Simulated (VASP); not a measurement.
Rh:

```
Rh
1.0
     0.00000    1.89785    1.89785
     1.89785    0.00000    1.89785
     1.89785    1.89785    0.00000
Rh
1
Direct
  0.00000 0.00000 0.00000
```

```yaml
Program: VASP 6.6.1
Task: relaxation of cell and atoms
Functional: revPBE
Dispersion: D3(BJ)
Potentials_or_basis: VASP PAW PBE potentials, release 64 (Rh_pv)
Cutoff: 600 eV
k_mesh: 12 × 12 × 12
Occupations: fermi-dirac, width 0.05 eV
Spin: no spin polarisation
```

At the start: pressure -4.5 GPa; volume 13.67 Å³/atom.

**Question.** Where does the relaxation end?

**Answer.** Over 3 steps the energy falls by 3.3 meV/atom and the volume is 13.45 Å³/atom (-1.6 %); space group Fm-3m (No. 225, to 0.05 Å).

Step by step:
| step | energy change (eV) | largest force (eV/Å) | pressure (GPa) | volume (Å³) |
| --- | --- | --- | --- | --- |
| 1 | 0.0000 | 0.0000 | -4.46 | 13.67 |
| 2 | 0.0164 | 0.0000 | 12.79 | 12.93 |
| 3 | -0.0033 | 0.0000 | -0.07 | 13.45 |

Final structure:
```
Rh
1.0
     0.00000    1.88759    1.88759
     1.88759    0.00000    1.88759
     1.88759    1.88759    0.00000
Rh
1
Direct
  0.00000 0.00000 0.00000
```

Caveat: the PAW data sets were made with another functional, which shifts forces and pressure a little; pairwise dispersion overbinds metals, which lowers pressure and volume.
